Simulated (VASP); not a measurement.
# Si (P-4c2) in VASP: further runs

The runs below take Si through single point, relaxation of cell and atoms, with PBE.

Program: VASP 6.6.1. These are calculated values, not measurements. Logs are shortened: lines on timing, memory, paths and dates and some standing lists are left out, and cuts for length are marked.

## Step 1: The cell of the first run

The structure is tetragonal, space group P-4c2 (No. 116). Conventional cell: a = 4.097 Å, b = 4.097 Å, c = 11.011 Å, α = 90.00°, β = 90.00°, γ = 90.00°. Si (site symmetry -4) has 4 Si at 2.36 Å within 3.1 Å. Within 3.1 Å of Si (site symmetry 1) lie 4 Si at 2.36 to 2.43 Å.

The cell was built from a structure type or drawn by symmetry, and may not be a known phase.

## Step 2: Single point, PBE

File INCAR:

```
SYSTEM = Si
PREC = Accurate
ENCUT = 520
EDIFF = 1E-6
ISMEAR = 0
SIGMA = 0.1
LREAL = .FALSE.
LASPH = .TRUE.
NELM = 100
ALGO = Normal
ISIF = 2
LWAVE = .FALSE.
LCHARG = .FALSE.
GGA = PE
NBANDS = 31
```

File KPOINTS:

```
regular mesh
0
G
  4 4 2
  0 0 0
```

File POSCAR:

```
Si
1.0
    4.0972731124      0.0000000000      0.0000000000
    0.0000000000      4.0972731124      0.0000000000
    0.0000000000      0.0000000000     11.0113820258
Si
10
Direct
    0.5000000000      0.5000000000      0.0000000000
    0.5000000000      0.5000000000      0.5000000000
    0.1551805489      0.7468608172      0.6454167954
    0.8448194511      0.2531391828      0.6454167954
    0.7468608172      0.8448194511      0.3545832046
    0.2531391828      0.1551805489      0.3545832046
    0.1551805489      0.2531391828      0.1454167954
    0.8448194511      0.7468608172      0.1454167954
    0.7468608172      0.1551805489      0.8545832046
    0.2531391828      0.8448194511      0.8545832046
```

Potentials or basis: VASP PAW PBE potentials, release 64 (Si).

On the command line:

```
$ cat potpaw_PBE.64/Si/POTCAR > POTCAR
$ mpirun -np 1 vasp_std > vasp.out
```

OUTCAR:

```text
SYSTEM = Si
   PREC = Accurate
   ENCUT = 520
   EDIFF = 1E-6
   ISMEAR = 0
   LREAL = .FALSE.
   LASPH = .TRUE.
   NELM = 100
   ISIF = 2
   GGA = PE

 ion  position               nearest neighbor table
   1  0.500  0.500  0.000-   7 2.36   8 2.36   9 2.36  10 2.36
   2  0.500  0.500  0.500-   3 2.36   4 2.36   5 2.36   6 2.36
   3  0.155  0.747  0.645-   2 2.36  10 2.37   4 2.39   4 2.43
   4  0.845  0.253  0.645-   2 2.36   9 2.37   3 2.39   3 2.43
   5  0.747  0.845  0.355-   2 2.36   8 2.37   6 2.39   6 2.43
   6  0.253  0.155  0.355-   2 2.36   7 2.37   5 2.39   5 2.43
   7  0.155  0.253  0.145-   1 2.36   6 2.37   8 2.39   8 2.43
   8  0.845  0.747  0.145-   1 2.36   5 2.37   7 2.39   7 2.43
   9  0.747  0.155  0.855-   1 2.36   4 2.37  10 2.39  10 2.43
  10  0.253  0.845  0.855-   1 2.36   3 2.37   9 2.39   9 2.43

  LATTYP: Found a simple tetragonal cell.
 ALAT       =     4.0972731124
 C/A-ratio  =     2.6874903683

  Lattice vectors:

 A1 = (   4.0972731124,   0.0000000000,   0.0000000000)
 A2 = (   0.0000000000,   4.0972731124,   0.0000000000)
 A3 = (   0.0000000000,   0.0000000000,  11.0113820258)

Analysis of symmetry for initial positions (statically):
=====================================================================
 Subroutine PRICEL returns:
 Original cell was already a primitive cell.

 Routine SETGRP: Setting up the symmetry group for a
 simple tetragonal supercell.

 Subroutine GETGRP returns: Found  8 space group operations
 (whereof  4 operations were pure point group operations)
 out of a pool of 16 trial point group operations.

The static configuration has the point symmetry S_4 .
 The point group associated with its full space group is D_2d.

Analysis of symmetry for dynamics (positions and initial velocities):
=====================================================================
 Subroutine PRICEL returns:
 Original cell was already a primitive cell.

 Routine SETGRP: Setting up the symmetry group for a
 simple tetragonal supercell.

 Subroutine GETGRP returns: Found  8 space group operations
 (whereof  4 operations were pure point group operations)
 out of a pool of 16 trial point group operations.

The dynamic configuration has the point symmetry S_4 .
 The point group associated with its full space group is D_2d.

 Subroutine INISYM returns: Found  8 space group operations
 (whereof  4 operations are pure point group operations),
 and found     1 'primitive' translations

----------------------------------------------------------------------------------------

                                     Primitive cell

  volume of cell :     184.8552

  direct lattice vectors                    reciprocal lattice vectors
     4.097273112  0.000000000  0.000000000     0.244064765  0.000000000  0.000000000
     0.000000000  4.097273112  0.000000000     0.000000000  0.244064765  0.000000000
     0.000000000  0.000000000 11.011382026     0.000000000  0.000000000  0.090815122

  length of vectors
     4.097273112  4.097273112 11.011382026     0.244064765  0.244064765  0.090815122

  position of ions in fractional coordinates (direct lattice)
     0.500000000  0.500000000  0.000000000
     0.500000000  0.500000000  0.500000000
     0.155180549  0.746860817  0.645416795
     0.844819451  0.253139183  0.645416795
     0.746860817  0.844819451  0.354583205
     0.253139183  0.155180549  0.354583205
     0.155180549  0.253139183  0.145416795
     0.844819451  0.746860817  0.145416795
     0.746860817  0.155180549  0.854583205
     0.253139183  0.844819451  0.854583205

  ion indices of the primitive-cell ions
   primitive index   ion index
                 1           1
                 2           2
                 3           3
                 4           4
                 5           5
                 6           6
                 7           7
                 8           8
                 9           9
                10          10

----------------------------------------------------------------------------------------

 KPOINTS: regular mesh

Automatic generation of k-mesh.
 Grid dimensions read from file:
 generate k-points for:    4    4    2

 Generating k-lattice:

  Cartesian coordinates                     Fractional coordinates (reciprocal lattice)
     0.061016191  0.000000000  0.000000000     0.250000000  0.000000000  0.000000000
     0.000000000  0.061016191  0.000000000     0.000000000  0.250000000  0.000000000
     0.000000000  0.000000000  0.045407561     0.000000000  0.000000000  0.500000000

  Length of vectors
     0.061016191  0.061016191  0.045407561

  Shift w.r.t. Gamma in fractional coordinates (k-lattice)
     0.000000000  0.000000000  0.000000000

 Subroutine IBZKPT returns following result:
 ===========================================

 Found     12 irreducible k-points:

 Following reciprocal coordinates:
            Coordinates               Weight
  0.000000  0.000000  0.000000      1.000000
  0.250000  0.000000  0.000000      4.000000
  0.500000  0.000000  0.000000      2.000000
  0.250000  0.250000  0.000000      4.000000
  0.500000  0.250000  0.000000      4.000000
  0.500000  0.500000  0.000000      1.000000
  0.000000  0.000000  0.500000      1.000000
  0.250000  0.000000  0.500000      4.000000
  0.500000  0.000000  0.500000      2.000000
  0.250000  0.250000  0.500000      4.000000
  0.500000  0.250000  0.500000      4.000000
  0.500000  0.500000  0.500000      1.000000
   k-points           NKPTS =     12   k-points in BZ     NKDIM =     12   number of bands    NBANDS=     31
   number of dos      NEDOS =    301   number of ions     NIONS =     10
   total plane-waves  NPLWV =  75600
   dimension x,y,z NGX =    30 NGY =   30 NGZ =   84
   dimension x,y,z NGXF=    60 NGYF=   60 NGZF=  168
   ions per type =              10
   NGX,Y,Z   is equivalent  to a cutoff of  12.17, 12.17, 12.68 a.u.
   NGXF,Y,Z  is equivalent  to a cutoff of  24.34, 24.34, 25.36 a.u.
 SYSTEM =  Si
   PREC   = accura    normal or accurate (medium, high low for compatibility)
   ISTART =      0    job   : 0-new  1-cont  2-samecut
   ICHARG =      2    charge: 1-file 2-atom 10-const
   ISPIN  =      1    spin polarized calculation?
   LNONCOLLINEAR =      F non collinear calculations
   LSORBIT =      F    spin-orbit coupling
   LASPH  =      T    aspherical Exc in radial PAW
   ENCUT  =  520.0 eV  38.22 Ry    6.18 a.u.   7.62  7.62 20.47*2*pi/ulx,y,z
   NELM   =    100;   NELMIN=  2; NELMDL= -5     # of ELM steps
   EDIFF  = 0.1E-05   stopping-criterion for ELM
   LREAL  =      F    real-space projection
[... 7 lines left out ...]
   TEBEG  =    0.0;   TEEND  =   0.0 temperature during run
   PSTRESS=    0.0 pullay stress
   NELECT =      40.0000    total number of electrons
   NUPDOWN=      -1.0000    fix difference up-down
   EMIN   =  10.00;   EMAX   =-10.00  energy-range for DOS
   EFERMI =   0.00;   METHOD = LEGACY
   ISMEAR =     0;   SIGMA  =   0.10  broadening in eV -4-tet -1-fermi 0-gaus
   EFERMI_NEDOS =   21; number of points for ismear=-14 and -15
   IALGO  =     38    algorithm
   IMIX   =      4    mixing-type and parameters
     AMIX     =   0.40;   BMIX     =  1.00
     AMIX_MAG =   1.60;   BMIX_MAG =  1.00
  volume/ion in A,a.u.               =      18.49       124.75
  Fermi-wavevector in a.u.,A,eV,Ry     =   0.982843  1.857305 13.142968  0.965981
  Thomas-Fermi vector in A             =   2.113956
   LORBIT       =      0    0 simple, 1 ext, 2 COOP (PROOUT), +10 PAW based schemes
   GGA     = PE    functional components
   LHFCALC =     F    Hartree Fock is set to
   AEXX    =    0.0000 exact exchange contribution
   IVDW    =     0    specifies the selected vdW correction
   LEPSILON=     F    determine dielectric tensor
   LRPA    =     F    only Hartree local field effects (RPA)
 non-spin polarized calculation
 Gauss-broadening in eV      SIGMA  =   0.10
  energy-cutoff  :      520.00
  volume of cell :      184.86
 maximum number of plane-waves:      5017
   NGX = 15   NGY = 15   NGZ = 41

 number of electron      40.0000001 magnetization

 Free energy of the ion-electron system (eV)
  ---------------------------------------------------
  ext. energy  EPLUGINS =         0.00000000
  ---------------------------------------------------
  free energy    TOTEN  =       -51.61590878 eV

  energy without entropy =      -51.60523194  energy(sigma->0) =      -51.61057036

 E-fermi :   6.5939     XC(G=0):  -9.9184

 val. band max:        6.5648718260   @ k =   0.5000   0.0000   0.5000
 cond. band min:       6.8675163490   @ k =   0.5000   0.0000   0.5000
 fundamental gap:      0.3026445230
 Fermi energy:         6.5938812067

 k-point     1 :       0.0000    0.0000    0.0000
  band No.  band energies     occupation
      1      -5.7249      2.00000
      2      -4.6703      2.00000
      3      -4.5811      2.00000
      4      -1.9345      2.00000
      5      -1.0236      2.00000
      6       1.3292      2.00000
[... 23 lines left out ...]
     30      11.3697      0.00000
     31      11.6451      0.00000

 k-point     2 :       0.2500    0.0000    0.0000
  band No.  band energies     occupation
      1      -5.2341      2.00000
      2      -4.2238      2.00000
      3      -4.1194      2.00000
      4      -2.0081      2.00000
      5      -1.1457      2.00000
      6      -0.2439      2.00000
[... 23 lines left out ...]
     30      10.0164      0.00000
     31      10.6651      0.00000

 k-point     3 :       0.5000    0.0000    0.0000
  band No.  band energies     occupation
      1      -3.8625      2.00000
      2      -3.7823      2.00000
      3      -3.3955      2.00000
      4      -3.2467      2.00000
      5      -1.7808      2.00000
      6      -1.6656      2.00000
[... 295 lines left out ...]
     30      10.7885      0.00000
     31      11.2415      0.00000

 k-point    12 :       0.5000    0.5000    0.5000
  band No.  band energies     occupation
      1      -2.5977      2.00000
      2      -2.5977      2.00000
      3      -2.0362      2.00000
      4      -2.0362      2.00000
      5      -1.6037      2.00000
      6      -1.6037      2.00000
[... 23 lines left out ...]
     30      12.5285      0.00000
     31      12.6364      0.00000

------------------------ aborting loop because EDIFF is reached ----------------------------------------

  FORCE on cell =-STRESS in cart. coord.  units (eV):
  Direction    XX          YY          ZZ          XY          YZ          ZX
  --------------------------------------------------------------------------------------
  -------------------------------------------------------------------------------------
  Total        0.0049758      0.0049758      0.3249793      0.0000000      0.0000000      0.0000000
  in kB        0.0431262      0.0431262      2.8166613      0.0000000      0.0000000      0.0000000
  external PRESSURE =       0.9676379 kB  Pullay stress =       0.0000000 kB

 VOLUME and BASIS-vectors are now :
 -----------------------------------------------------------------------------
  energy-cutoff  :      520.00
  volume of cell :      184.86
      direct lattice vectors                 reciprocal lattice vectors
     4.097273112  0.000000000  0.000000000     0.244064765  0.000000000  0.000000000
     0.000000000  4.097273112  0.000000000     0.000000000  0.244064765  0.000000000
     0.000000000  0.000000000 11.011382026     0.000000000  0.000000000  0.090815122

 POSITION                                       TOTAL-FORCE (eV/Angst)
 -----------------------------------------------------------------------------------
      2.04864      2.04864      0.00000         0.000000     -0.000000      0.000000
      2.04864      2.04864      5.50569         0.000000      0.000000      0.000000
      0.63582      3.06009      7.10693        -0.002788     -0.001991     -0.001129
      3.46146      1.03718      7.10693         0.002788      0.001991     -0.001129
      3.06009      3.46146      3.90445        -0.001991      0.002788      0.001129
      1.03718      0.63582      3.90445         0.001991     -0.002788      0.001129
      0.63582      1.03718      1.60124        -0.002788      0.001991     -0.001129
      3.46146      3.06009      1.60124         0.002788     -0.001991     -0.001129
      3.06009      0.63582      9.41014        -0.001991     -0.002788      0.001129
      1.03718      3.46146      9.41014         0.001991      0.002788      0.001129
 -----------------------------------------------------------------------------------
    total drift:                               -0.000000      0.000000      0.000000

  FREE ENERGIE OF THE ION-ELECTRON SYSTEM (eV)
  ---------------------------------------------------
  free  energy   TOTEN  =       -51.6159087774 eV

  energy  without entropy=      -51.6052319408  energy(sigma->0) =      -51.61057036
```

Wall time 84 s (1 thread of AMD EPYC 7R13, shared host); peak memory 0.24 GiB.

What came out:

| Property | Result |
| --- | --- |
| Free energy | -51.6159 eV |
| Pressure | 0.1 GPa |
| Largest force | 0.004 eV/Å |
| Band gap on the k mesh | zero (bands 20 and 21 overlap by 0.03 eV) |

Forces in eV/Å, atoms in the order of the input:
```
Si   0.000  0.000  0.000
Si   0.000  0.000  0.000
Si  -0.003 -0.002 -0.001
Si   0.003  0.002 -0.001
Si  -0.002  0.003  0.001
Si   0.002 -0.003  0.001
Si  -0.003  0.002 -0.001
Si   0.003 -0.002 -0.001
Si  -0.002 -0.003  0.001
Si   0.002  0.003  0.001
```

Caveat: the k points lie up to 0.38 Å⁻¹ apart; semilocal functionals underestimate gaps, so a narrow gap can read as zero.

## Step 3: Relaxation of cell and atoms, PBE

This run uses another cell than the first one, of 14.96 Å³/atom.

File INCAR:

```
  ALGO = Normal
  EDIFF = 1E-6
  EDIFFG = -0.04
  ENCUT = 600
  GGA = PE
  IBRION = 2
  ISIF = 3
  ISMEAR = 0
  LASPH = T
  LCHARG = F
  LREAL = F
  LWAVE = F
  NELM = 80
  NSW = 90
  PREC = Accurate
  SIGMA = 0.1
```

File KPOINTS:

```
k-points
0
Gamma
  4 4 2
```

File POSCAR:

```
Si
1.0
    3.9648979900      0.0000000000      0.0000000000
    0.0000000000      3.9648979900      0.0000000000
    0.0000000000      0.0000000000      9.5138290500
Si
10
Direct
    0.5000000000      0.5000000000      0.0000000000
    0.5000000000      0.5000000000      0.5000000000
    0.1422427900      0.7453324800      0.6397836100
    0.8577572100      0.2546675200      0.6397836100
    0.7453324800      0.8577572100      0.3602163900
    0.2546675200      0.1422427900      0.3602163900
    0.1422427900      0.2546675200      0.1397836100
    0.8577572100      0.7453324800      0.1397836100
    0.7453324800      0.1422427900      0.8602163900
    0.2546675200      0.8577572100      0.8602163900
```

Potentials or basis: VASP PAW PBE potentials, release 64 (Si).

On the command line:

```
$ cat potpaw_PBE.64/Si/POTCAR > POTCAR
$ mpirun -np 1 vasp_std > vasp.out
```

It took 7.9 min on 1 thread of AMD EPYC 7R13, shared host; peak memory 0.25 GiB.

It converged, with:

```
Free energy                           : -51.6137 eV
Relaxed volume                        : 18.52 Å³/atom
Relaxed cell                          : a = 4.095 Å, b = 4.095 Å, c = 11.041 Å, α = 90.00°, β = 90.00°, γ = 90.00°
Space group after relaxing (to 0.1 Å) : P-4c2 (No. 116)
Energy gained by relaxing             : 379.9 meV/atom
Ionic steps                           : 11
Pressure after relaxing               : -0.1 GPa
Largest force after relaxing          : 0.024 eV/Å
Band gap on the k mesh                : zero (bands 20 and 21 overlap by 0.02 eV)
```

Forces in eV/Å, atoms in the order of the input:
```
Si   0.000  0.000  0.000
Si   0.000  0.000  0.000
Si  -0.001  0.002 -0.024
Si   0.001 -0.002 -0.024
Si   0.002  0.001  0.024
Si  -0.002 -0.001  0.024
Si  -0.001 -0.002 -0.024
Si   0.001  0.002 -0.024
Si   0.002 -0.001  0.024
Si  -0.002  0.001  0.024
```

Stress tensor (GPa, compression positive):
```
-0.05  0.00  0.00
 0.00 -0.05  0.00
 0.00  0.00 -0.13
```

Step by step:
| step | energy change (eV) | largest force (eV/Å) | pressure (GPa) | volume (Å³) |
| --- | --- | --- | --- | --- |
| 1 | 0.0000 | 0.8188 | 33.14 | 149.56 |
| 2 | -1.5779 | 0.8825 | -11.55 | 226.55 |
| 3 | -3.4326 | 0.6676 | -0.52 | 187.11 |
| 4 | -3.4336 | 0.6567 | -0.12 | 186.30 |
| 5 | -3.6024 | 0.4566 | -0.35 | 186.80 |
| 6 | -3.7546 | 0.3096 | -0.59 | 187.82 |
| 7 | -3.7577 | 0.2522 | -0.59 | 187.70 |
| 8 | -3.7926 | 0.1451 | 0.04 | 185.46 |
| 9 | -3.7952 | 0.1097 | 0.28 | 184.64 |
| 10 | -3.7975 | 0.0679 | -0.27 | 185.47 |
| 11 | -3.7987 | 0.0243 | -0.07 | 185.16 |

Final structure:
```cif
data_structure
_symmetry_space_group_name_H-M 'P 1'
_symmetry_Int_Tables_number 1
_cell_length_a 4.0951
_cell_length_b 4.0951
_cell_length_c 11.0413
_cell_angle_alpha 90.000
_cell_angle_beta 90.000
_cell_angle_gamma 90.000
_cell_volume 185.16
loop_
_atom_site_label
_atom_site_type_symbol
_atom_site_fract_x
_atom_site_fract_y
_atom_site_fract_z
_atom_site_occupancy
Si1 Si 0.50000 0.50000 0.00000 1
Si2 Si 0.50000 0.50000 0.50000 1
Si3 Si 0.15553 0.74667 0.64566 1
Si4 Si 0.84447 0.25333 0.64566 1
Si5 Si 0.74667 0.84447 0.35434 1
Si6 Si 0.25333 0.15553 0.35434 1
Si7 Si 0.15553 0.25333 0.14566 1
Si8 Si 0.84447 0.74667 0.14566 1
Si9 Si 0.74667 0.15553 0.85434 1
Si10 Si 0.25333 0.84447 0.85434 1
```

Levels at points of the mesh, in eV from the Fermi level:
| k point | band 16 | band 17 | band 18 | band 19 | band 20 | band 21 | band 22 | band 23 | band 24 | band 25 |
| --- | --- | --- | --- | --- | --- | --- | --- | --- | --- | --- |
| (0.00, 0.00, 0.00) | -1.54 | -1.44 | -1.44 | -1.15 | -0.75 | 0.68 | 1.02 | 1.02 | 1.76 | 1.76 |
| (0.50, 0.00, 0.00) | -1.55 | -1.33 | -1.17 | -0.34 | -0.09 | -0.05 | 0.45 | 1.42 | 1.56 | 2.24 |
| (0.50, 0.50, 0.00) | -2.70 | -2.55 | -2.52 | -2.52 | -2.12 | 1.94 | 2.51 | 2.58 | 2.58 | 3.03 |
| (0.00, 0.00, 0.50) | -2.38 | -1.32 | -1.32 | -0.95 | -0.95 | 0.50 | 0.50 | 2.40 | 2.40 | 2.52 |
| (0.50, 0.00, 0.50) | -1.66 | -1.38 | -1.38 | -0.03 | -0.03 | 0.28 | 0.28 | 1.46 | 1.46 | 2.25 |
| (0.50, 0.50, 0.50) | -4.12 | -1.62 | -1.62 | -1.15 | -1.15 | 0.79 | 0.79 | 0.97 | 0.97 | 5.45 |

Caveat: the k points lie up to 0.38 Å⁻¹ apart in the final cell; the volume moved by over 15 % at a fixed basis, so the end points are rough; semilocal functionals underestimate gaps, so a narrow gap can read as zero.
